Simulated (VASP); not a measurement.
# S (I4/mmm) in VASP: single point with r2SCAN

Aim: the single point of S with r2SCAN.

All numbers are computed with VASP 6.6.1; they aren't measurements. Logs are shortened: lines on timing, memory, paths and dates and some standing lists are left out, and cuts for length are marked.

## (1) The cell of the first run

Symmetry: I4/mmm, No. 139, tetragonal system. The conventional cell has a = 3.359 Å, b = 3.359 Å, c = 5.110 Å, α = 90.00°, β = 90.00°, γ = 90.00°. S (site symmetry 4/mmm) has 12 S at 3.36 to 3.49 Å within 4.4 Å.

## (2) Single point, r2SCAN

The input, POSCAR:

```
S
1.0
   -1.6793609656      1.6793609656      2.5549027216
    1.6793609656     -1.6793609656      2.5549027216
    1.6793609656      1.6793609656     -2.5549027216
S
1
Direct
    0.0000000000      0.0000000000      0.0000000000
```

The input, INCAR.step1:

```
SYSTEM = S
PREC = Accurate
ENCUT = 520
ISMEAR = 0
SIGMA = 0.1
LREAL = .FALSE.
LASPH = .TRUE.
NELM = 100
NBANDS = 9
GGA = PE
ALGO = Normal
EDIFF = 1E-4
LWAVE = .TRUE.
LCHARG = .FALSE.
```

The input, INCAR.step2:

```
SYSTEM = S
PREC = Accurate
ENCUT = 520
EDIFF = 1E-6
ISMEAR = 0
SIGMA = 0.1
LREAL = .FALSE.
LASPH = .TRUE.
NELM = 100
ALGO = Normal
ISIF = 2
LWAVE = .FALSE.
LCHARG = .FALSE.
METAGGA = R2SCAN
LMIXTAU = .TRUE.
NBANDS = 9
ISTART = 1
```

The input, KPOINTS:

```
regular mesh
0
G
  8 8 8
  0 0 0
```

Potentials or basis: VASP PAW PBE potentials, release 64 (S).

Started as:

```console
$ cat potpaw_PBE.64/S/POTCAR > POTCAR
$ cp INCAR.step1 INCAR
$ mpirun -np 1 vasp_std > vasp.out
$ cp INCAR.step2 INCAR
$ mpirun -np 1 vasp_std > vasp.out
```

OUTCAR:

```text
SYSTEM = S
   PREC = Accurate
   ENCUT = 520
   EDIFF = 1E-6
   ISMEAR = 0
   LREAL = .FALSE.
   LASPH = .TRUE.
   NELM = 100
   ISIF = 2
   METAGGA = R2SCAN
   ISTART = 1

 ion  position               nearest neighbor table
   1  0.000  0.000  0.000-

  LATTYP: Found a body centered tetragonal cell.
 ALAT       =     3.3587219312
 C/A-ratio  =     1.5213541186

  Lattice vectors:

 A1 = (  -1.6793609656,   1.6793609656,   2.5549027216)
 A2 = (   1.6793609656,  -1.6793609656,   2.5549027216)
 A3 = (   1.6793609656,   1.6793609656,  -2.5549027216)

Analysis of symmetry for initial positions (statically):
=====================================================================
 Subroutine PRICEL returns:
 Original cell was already a primitive cell.

 Routine SETGRP: Setting up the symmetry group for a
 body centered tetragonal supercell.

 Subroutine GETGRP returns: Found 16 space group operations
 (whereof 16 operations were pure point group operations)
 out of a pool of 16 trial point group operations.

The static configuration has the point symmetry D_4h.

Analysis of symmetry for dynamics (positions and initial velocities):
=====================================================================
 Subroutine PRICEL returns:
 Original cell was already a primitive cell.

 Routine SETGRP: Setting up the symmetry group for a
 body centered tetragonal supercell.

 Subroutine GETGRP returns: Found 16 space group operations
 (whereof 16 operations were pure point group operations)
 out of a pool of 16 trial point group operations.

The dynamic configuration has the point symmetry D_4h.

 Subroutine INISYM returns: Found 16 space group operations
 (whereof 16 operations are pure point group operations),
 and found     1 'primitive' translations

----------------------------------------------------------------------------------------

                                     Primitive cell

  volume of cell :      28.8219

  direct lattice vectors                    reciprocal lattice vectors
    -1.679360966  1.679360966  2.554902722     0.000000000  0.297732298  0.195702167
     1.679360966 -1.679360966  2.554902722     0.297732298  0.000000000  0.195702167
     1.679360966  1.679360966 -2.554902722     0.297732298  0.297732298  0.000000000

  length of vectors
     3.488270979  3.488270979  3.488270979     0.356291818  0.356291818  0.421057054

  position of ions in fractional coordinates (direct lattice)
     0.000000000  0.000000000  0.000000000

  ion indices of the primitive-cell ions
   primitive index   ion index
                 1           1

----------------------------------------------------------------------------------------

 KPOINTS: regular mesh

Automatic generation of k-mesh.
 Grid dimensions read from file:
 generate k-points for:    8    8    8

 Generating k-lattice:

  Cartesian coordinates                     Fractional coordinates (reciprocal lattice)
     0.000000000  0.037216537  0.024462771     0.125000000  0.000000000  0.000000000
     0.037216537  0.000000000  0.024462771     0.000000000  0.125000000  0.000000000
     0.037216537  0.037216537  0.000000000     0.000000000  0.000000000  0.125000000

  Length of vectors
     0.044536477  0.044536477  0.052632132

  Shift w.r.t. Gamma in fractional coordinates (k-lattice)
     0.000000000  0.000000000  0.000000000

 Subroutine IBZKPT returns following result:
 ===========================================

 Found     59 irreducible k-points:

 Following reciprocal coordinates:
            Coordinates               Weight
  0.000000  0.000000  0.000000      1.000000
  0.125000  0.000000 -0.000000      8.000000
  0.250000  0.000000 -0.000000      8.000000
  0.375000  0.000000 -0.000000      8.000000
  0.500000  0.000000 -0.000000      4.000000
  0.125000  0.125000 -0.000000      8.000000
[... 16 lines left out ...]
  0.250000  0.125000  0.125000     16.000000
  0.375000  0.125000  0.125000      8.000000
 [... further k-points ...]
   k-points           NKPTS =     59   k-points in BZ     NKDIM =     59   number of bands    NBANDS=      9
   number of dos      NEDOS =    301   number of ions     NIONS =      1
   total plane-waves  NPLWV =  21952
   dimension x,y,z NGX =    28 NGY =   28 NGZ =   28
   dimension x,y,z NGXF=    56 NGYF=   56 NGZF=   56
   ions per type =               1
   NGX,Y,Z   is equivalent  to a cutoff of  13.34, 13.34, 13.34 a.u.
   NGXF,Y,Z  is equivalent  to a cutoff of  26.69, 26.69, 26.69 a.u.
 SYSTEM =  S
   PREC   = accura    normal or accurate (medium, high low for compatibility)
   ISTART =      1    job   : 0-new  1-cont  2-samecut
   ICHARG =      0    charge: 1-file 2-atom 10-const
   ISPIN  =      1    spin polarized calculation?
   LNONCOLLINEAR =      F non collinear calculations
   LSORBIT =      F    spin-orbit coupling
   LASPH  =      T    aspherical Exc in radial PAW
   ENCUT  =  520.0 eV  38.22 Ry    6.18 a.u.   6.49  6.49  6.49*2*pi/ulx,y,z
   NELM   =    100;   NELMIN=  2; NELMDL=  0     # of ELM steps
   EDIFF  = 0.1E-05   stopping-criterion for ELM
   LREAL  =      F    real-space projection
   EDIFFG = 0.1E-04   stopping-criterion for IOM
   NSW    =      0    number of steps for IOM
   IBRION =     -1    ionic relax: 0-MD 1-quasi-New 2-CG
   NFREE  =      0    steps in history (QN), initial steepest desc. (CG)
   ISIF   =      2    stress and relaxation
   ISYM   =      2    0-nonsym 1-usesym 2-fastsym
   POTIM  = 0.5000    time-step for ionic-motion
   TEBEG  =    0.0;   TEEND  =   0.0 temperature during run
   PSTRESS=    0.0 pullay stress
   NELECT =       6.0000    total number of electrons
   NUPDOWN=      -1.0000    fix difference up-down
   EMIN   =  10.00;   EMAX   =-10.00  energy-range for DOS
   EFERMI =   0.00;   METHOD = LEGACY
   ISMEAR =     0;   SIGMA  =   0.10  broadening in eV -4-tet -1-fermi 0-gaus
   EFERMI_NEDOS =   21; number of points for ismear=-14 and -15
   IALGO  =     38    algorithm
   IMIX   =      4    mixing-type and parameters
     AMIX     =   0.40;   BMIX     =  1.00
     AMIX_MAG =   1.60;   BMIX_MAG =  1.00
  volume/ion in A,a.u.               =      28.82       194.50
  Fermi-wavevector in a.u.,A,eV,Ry     =   0.970252  1.833510 12.808367  0.941388
  Thomas-Fermi vector in A             =   2.100371
   LORBIT       =      0    0 simple, 1 ext, 2 COOP (PROOUT), +10 PAW based schemes
   METAGGA = R2SCAN    functional components
   LHFCALC =     F    Hartree Fock is set to
   AEXX    =    0.0000 exact exchange contribution
   IVDW    =     0    specifies the selected vdW correction
   LEPSILON=     F    determine dielectric tensor
   LRPA    =     F    only Hartree local field effects (RPA)
 non-spin polarized calculation
 Gauss-broadening in eV      SIGMA  =   0.10
  energy-cutoff  :      520.00
  volume of cell :       28.82
 maximum number of plane-waves:       792
 NGX is ok and might be reduce to    28
   NGX = 13   NGY = 13   NGZ = 13

 number of electron       5.9999999 magnetization

 Free energy of the ion-electron system (eV)
  ---------------------------------------------------
  ext. energy  EPLUGINS =         0.00000000
  ---------------------------------------------------
  free energy    TOTEN  =        -5.69323195 eV

  energy without entropy =       -5.68222570  energy(sigma->0) =       -5.68772883

 E-fermi :   0.4476     XC(G=0):  -8.8289

 val. band max:        0.4428799124   @ k =  -0.3750   0.5000   0.3750
 cond. band min:       0.4641163920   @ k =   0.3750   0.1250  -0.0000
 fundamental gap:      0.0212364796
 Fermi energy:         0.4475732918

 k-point     1 :       0.0000    0.0000    0.0000
  band No.  band energies     occupation
      1     -12.6022      2.00000
      2       1.5403      0.00000
      3       1.6277      0.00000
      4       1.6277      0.00000
      5       9.3877      0.00000
      6      12.4638      0.00000
      7      13.1761      0.00000
      8      13.1761      0.00000
      9      15.3491      0.00000

 k-point     2 :       0.1250    0.0000   -0.0000
  band No.  band energies     occupation
      1     -12.4418      2.00000
      2       0.7723      0.00000
      3       1.4487      0.00000
      4       1.5748      0.00000
      5      10.0412      0.00000
      6      12.4422      0.00000
      7      12.9705      0.00000
      8      13.4753      0.00000
      9      15.0748      0.00000

 k-point     3 :       0.2500    0.0000   -0.0000
  band No.  band energies     occupation
      1     -12.0134      2.00000
      2      -0.8913      2.00000
      3       1.1846      0.00000
      4       1.4558      0.00000
      5      10.2071      0.00000
      6      12.7083      0.00000
      7      13.2505      0.00000
      8      13.6873      0.00000
      9      15.7690      0.00000

 k-point     4 :       0.3750    0.0000   -0.0000
  band No.  band energies     occupation
      1     -11.5045      2.00000
      2      -2.3576      2.00000
      3       0.9469      0.00000
      4       1.3476      0.00000
      5       9.6511      0.00000
      6      12.2318      0.00000
      7      13.1623      0.00000
      8      14.8011      0.00000
      9      17.4599      0.00000

 k-point     5 :       0.5000    0.0000   -0.0000
  band No.  band energies     occupation
      1     -11.2594      2.00000
      2      -2.9495      2.00000
      3       0.8546      0.00000
      4       1.3056      0.00000
      5       9.4203      0.00000
      6      12.0298      0.00000
      7      12.8953      0.00000
      8      15.2955      0.00000
      9      18.5164      0.00000

 k-point     6 :       0.1250    0.1250   -0.0000
  band No.  band energies     occupation
      1     -12.2012      2.00000
      2       0.0348      2.00000
      3       0.9958      0.00000
      4       1.4484      0.00000
      5      10.8660      0.00000
      6      11.9834      0.00000
      7      13.1740      0.00000
      8      13.4863      0.00000
      9      14.5435      0.00000
[... 169 lines left out ...]
 k-point    21 :       0.5000    0.5000   -0.0000
  band No.  band energies     occupation
      1     -10.7033      2.00000
      2      -2.4403      2.00000
      3      -0.3252      2.00000
      4       0.0756      2.00000
      5       7.6937      0.00000
      6       8.8026      0.00000
      7      18.6304      0.00000
      8      18.6664      0.00000
      9      18.9943      0.00000

 k-point    22 :       0.1250    0.1250    0.1250
  band No.  band energies     occupation
      1     -11.6438      2.00000
      2      -1.0838      2.00000
      3       0.1779      1.99986
      4       0.9821      0.00000
      5      11.0358      0.00000
      6      11.0672      0.00000
      7      12.4809      0.00000
      8      15.1237      0.00000
      9      15.1927      0.00000

 k-point    23 :       0.2500    0.1250    0.1250
  band No.  band energies     occupation
      1     -11.2006      2.00000
      2      -1.9941      2.00000
      3      -0.2330      2.00000
      4       0.6992      0.00037
      5      10.5334      0.00000
      6      11.0807      0.00000
      7      12.6928      0.00000
      8      14.7334      0.00000
      9      17.2732      0.00000

 k-point    24 :       0.3750    0.1250    0.1250
  band No.  band energies     occupation
      1     -10.9923      2.00000
      2      -2.4327      2.00000
      3      -0.2936      2.00000
      4       0.5313      0.23636
      5      10.4271      0.00000
      6      10.6923      0.00000
      7      13.9025      0.00000
      8      14.1894      0.00000
      9      17.9395      0.00000

 [... further k-points ...]

------------------------ aborting loop because EDIFF is reached ----------------------------------------

  FORCE on cell =-STRESS in cart. coord.  units (eV):
  Direction    XX          YY          ZZ          XY          YZ          ZX
  --------------------------------------------------------------------------------------
  -------------------------------------------------------------------------------------
  Total       -2.5234312     -2.5234312     -1.8311009      0.0000000      0.0000000      0.0000000
  in kB     -140.2747751   -140.2747751   -101.7888937      0.0000000      0.0000000      0.0000000
  external PRESSURE =    -127.4461480 kB  Pullay stress =       0.0000000 kB

 VOLUME and BASIS-vectors are now :
 -----------------------------------------------------------------------------
  energy-cutoff  :      520.00
  volume of cell :       28.82
      direct lattice vectors                 reciprocal lattice vectors
    -1.679360966  1.679360966  2.554902722     0.000000000  0.297732298  0.195702167
     1.679360966 -1.679360966  2.554902722     0.297732298  0.000000000  0.195702167
     1.679360966  1.679360966 -2.554902722     0.297732298  0.297732298  0.000000000

 POSITION                                       TOTAL-FORCE (eV/Angst)
 -----------------------------------------------------------------------------------
      0.00000      0.00000      0.00000        -0.000000      0.000000     -0.000000
 -----------------------------------------------------------------------------------
    total drift:                                0.000000     -0.000000     -0.000000

  FREE ENERGIE OF THE ION-ELECTRON SYSTEM (eV)
  ---------------------------------------------------
  free  energy   TOTEN  =        -5.6932319469 eV

  energy  without entropy=       -5.6822257038  energy(sigma->0) =       -5.68772883
```

It took 30 s on 1 thread of Intel Xeon 6975P-C (Granite Rapids), shared host; peak memory 0.16 GiB.

What came out:

- Free energy: -5.6932 eV
- Pressure: -12.7 GPa
- Band gap on the k mesh: zero (bands 3 and 4 overlap by 2.09 eV)

Caveat: the cell stands under tension; the PAW data sets were made with another functional, which shifts forces and pressure a little.
